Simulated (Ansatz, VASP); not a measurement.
**BaTiO3: VASP beside Ansatz**

Contents of POSCAR:

```
BaTiO3
1.0
    2.7785647174      1.5332037455      2.3314328269
   -2.9015426492      1.7462077717      2.3314328269
    0.1229779319     -3.2794115171      2.3314328269
Ba Ti O
1 1 3
Direct
    0.0027851043      0.0027851043      0.0027851043
    0.5162478494      0.5162478494      0.5162478494
    0.4897536543      0.4897536543      0.9801597377
    0.4897536543      0.9801597377      0.4897536543
    0.9801597377      0.4897536543      0.4897536543
```

File INCAR.step1:

```
PREC = Accurate
ENCUT = 520
ISMEAR = 0
SIGMA = 0.05
LREAL = False
LASPH = True
NELM = 100
NBANDS = 28
GGA = PE
ALGO = Normal
EDIFF = 1E-4
LWAVE = True
LCHARG = False
```

INCAR.step2

```
PREC = Accurate
ENCUT = 520
EDIFF = 1E-7
ISMEAR = 0
SIGMA = 0.05
LREAL = False
LASPH = True
NELM = 100
ALGO = Normal
ISIF = 2
LWAVE = False
LCHARG = False
METAGGA = R2SCAN
LMIXTAU = True
NBANDS = 28
ISTART = 1
```

File KPOINTS:

```
Automatic mesh
0
Gamma
  6 6 6
```

Input for Ansatz:

```yaml
crystal:
  lattice:
    - [2.7785647174, 1.5332037455, 2.3314328269]
    - [-2.9015426492, 1.7462077717, 2.3314328269]
    - [0.1229779319, -3.2794115171, 2.3314328269]
  atoms:
    - { symbol: Ba, position: [0.0027851043, 0.0027851043, 0.0027851043] }
    - { symbol: Ti, position: [0.5162478494, 0.5162478494, 0.5162478494] }
    - { symbol: O, position: [0.4897536543, 0.4897536543, 0.9801597377] }
    - { symbol: O, position: [0.4897536543, 0.9801597377, 0.4897536543] }
    - { symbol: O, position: [0.9801597377, 0.4897536543, 0.4897536543] }
basis:
  ecutwfc: 500
kpoints:
  mp_grid: { grid: [6, 6, 6] }
hamiltonian:
  xc: r2scan
scf:
  occupations: { method: gaussian, width: 0.05 }
output:
  forces: true
  stress: true
  eigenvalues: true
  write_density: true
  write_potential: true
  elf: true
  volumetric_format: npy
```

Change from the starting cell: strain -0.0750 x Voigt [0, 0, 0, 0, 0, 1], atoms carried along.

Alike in both runs: task single point; functional r2SCAN; k mesh 6 × 6 × 6; occupations gaussian, width 0.05 eV; no spin polarisation.

|  | VASP | Ansatz |
| --- | --- | --- |
| version | VASP 6.6.1 | Ansatz 0.2.0 |
| potentials or method | VASP PAW PBE potentials, release 64 (Ba_sv, Ti_sv, O), cutoff 520 eV | scalar-relativistic, plane waves, PAW |
| valence electrons in the cell | 40 | 40 |

|  | VASP | Ansatz | Ansatz less VASP |
| --- | --- | --- | --- |
| gap on the k mesh at the Fermi level (eV) | 2.64 | 2.66 | +0.015 |
| least direct gap on the mesh (eV) | 3.01 | 3.00 | -0.014 |
| pressure (GPa) | 2.7 | 0.8 | -1.95 |
| traceless stress, the component that is largest in VASP (GPa) | 9.04 | 8.76 | -0.283 |
| rms of the force components (eV/Å) | 0.196 | 0.168 | -0.0283 |

VASP's potentials were made for PBE, not for r2SCAN. Atom by atom the forces differ by 0.067 eV/Å (rms over components). With one functional, cell and mesh, what is left measures potentials, basis and numerics.

Spin-orbit coupling is off throughout.
